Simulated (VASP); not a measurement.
**Si3Ge: relaxation of cell and atoms with PBE**

Crystal: Si3Ge.

```
Si Ge
1.0
    -2.74500    2.74500    5.49000
     2.74500   -2.74500    5.49000
     2.74500    2.74500   -5.49000
Si Ge
6 2
Direct
  0.50000 0.50000 0.00000
  0.62500 0.62500 0.50000
  0.12500 0.12500 0.50000
  0.25000 0.75000 0.50000
  0.87500 0.37500 0.00000
  0.37500 0.87500 0.00000
  0.00000 0.00000 0.00000
  0.75000 0.25000 0.50000
```

- Program: VASP 6.6.1
- Task: relaxation of cell and atoms
- Functional: PBE
- Potentials or basis: VASP PAW PBE potentials, release 64 (Si, Ge_d)
- Cutoff: 600 eV
- k mesh: 4 × 4 × 4
- Occupations: gaussian, width 0.2 eV
- Spin: no spin polarisation
- Dipole correction: no
- Further INCAR settings: ALGO = Normal; EDIFF = 1e-06; IBRION = 2; EDIFFG = -0.08; NSW = 36; ISIF = 3

| Item | Value |
| --- | --- |
| Relaxed volume | 21.18 Å³/atom |
| Relaxed cell | a = 6.776 Å, b = 6.776 Å, c = 6.776 Å, α = 131.79°, β = 131.79°, γ = 70.56° |
| Space group after relaxing (to 0.1 Å) | I-42d (No. 122) |
| Energy gained by relaxing | 8.6 meV/atom |
| Ionic steps | 4 |
| Pressure after relaxing | -0.2 GPa |
| Largest force after relaxing | 0.062 eV/Å |
| Band gap on the k mesh | 0.61 eV (least direct gap 0.67 eV) |

Forces in eV/Å, atoms in the order of the input:
```
Si   0.000  0.000  0.000
Si   0.000 -0.062  0.000
Si   0.000  0.062  0.000
Si   0.000  0.000  0.000
Si   0.062  0.000  0.000
Si  -0.062  0.000  0.000
Ge   0.000  0.000  0.000
Ge   0.000  0.000  0.000
```

Step by step:
```csv
step,energy change (eV),largest force (eV/Å),pressure (GPa),volume (Å³)
1,0.0000,0.5434,1.93,165.47
2,-0.0533,0.2180,-1.12,171.52
3,-0.0546,0.2605,-0.74,170.65
4,-0.0689,0.0625,-0.15,169.47
```

Final structure:
```cif
data_structure
_symmetry_space_group_name_H-M 'P 1'
_symmetry_Int_Tables_number 1
_cell_length_a 6.7763
_cell_length_b 6.7763
_cell_length_c 6.7763
_cell_angle_alpha 131.790
_cell_angle_beta 131.790
_cell_angle_gamma 70.561
_cell_volume 169.47
loop_
_atom_site_label
_atom_site_type_symbol
_atom_site_fract_x
_atom_site_fract_y
_atom_site_fract_z
_atom_site_occupancy
Si1 Si 0.50000 0.50000 0.00000 1
Si2 Si 0.61779 0.62500 0.49279 1
Si3 Si 0.13221 0.12500 0.50721 1
Si4 Si 0.25000 0.75000 0.50000 1
Si5 Si 0.87500 0.38221 0.00721 1
Si6 Si 0.37500 0.86779 0.99279 1
Ge1 Ge 0.00000 0.00000 0.00000 1
Ge2 Ge 0.75000 0.25000 0.50000 1
```

Levels at points of the mesh, in eV from the valence-band top:
```tsv
k point	band 22	band 23	band 24	band 25	band 26	band 27	band 28	band 29	band 30	band 31
(0.00, 0.00, 0.00)	-2.83	-2.83	-0.01	-0.01	0.00	0.67	0.85	2.22	2.52	2.53
(0.50, 0.00, 0.00)	-2.68	-2.58	-2.51	-1.51	-1.36	2.34	2.45	2.72	2.93	3.56
(0.50, 0.50, 0.00)	-1.39	-1.23	-1.23	-1.18	-1.18	1.08	1.08	2.37	2.37	3.42
(0.50, 0.50, 0.50)	-2.82	-1.88	-1.88	-1.87	-1.87	0.64	0.64	0.86	0.86	1.17
```

Run time: 3 min on 1 thread of Intel(R) Xeon(R) 6975P-C (Granite Rapids) (shared host), peak memory 0.44 GiB.

Caveat: semilocal functionals underestimate gaps, and a narrow one can read as zero; the relaxation stopped at a loose force limit of 0.08 eV/Å, so its end isn't a converged minimum. A k mesh can miss the band edges.
